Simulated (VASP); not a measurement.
Input of a VASP 6.6.1 run:

Contents of INCAR:

```
SYSTEM = SiNi3
PREC = Accurate
ENCUT = 690
EDIFF = 1E-6
ISMEAR = -1
SIGMA = 0.05
LREAL = .FALSE.
LASPH = .TRUE.
NELM = 200
ALGO = Normal
ISIF = 2
LWAVE = .FALSE.
LCHARG = .FALSE.
ISPIN = 2
MAGMOM = 2 2 2 0
LORBIT = 11
NUPDOWN = 6.0
LMAXMIX = 4
GGA = PE
NBANDS = 41
GGA_COMPAT = .FALSE.
```

KPOINTS

```
regular mesh
0
G
  6 6 6
  0 0 0
```

Contents of POSCAR:

```
SiNi3
1.0
    3.5420000000      0.0000000000      0.0000000000
    0.0000000000      3.5420000000      0.0000000000
    0.0000000000      0.0000000000      3.5420000000
Ni Si
3 1
Direct
    0.5000000000      0.5000000000      0.0000000000
    0.5000000000      0.0000000000      0.5000000000
    0.0000000000      0.5000000000      0.5000000000
    0.0000000000      0.0000000000      0.0000000000
```

Potentials or basis: VASP PAW PBE potentials, release 64 (Ni_sv_GW, Si).

Command:

```console
$ cat potpaw_PBE.64/Ni_sv_GW/POTCAR potpaw_PBE.64/Si/POTCAR > POTCAR
$ mpirun -np 1 vasp_std > vasp.out
```

Task: Estimate the pressure.

Result: 24.4 GPa.

Caveat: the cell stands under pressure; the total moment is fixed, so each spin has its own Fermi level and the state may be an excited one.
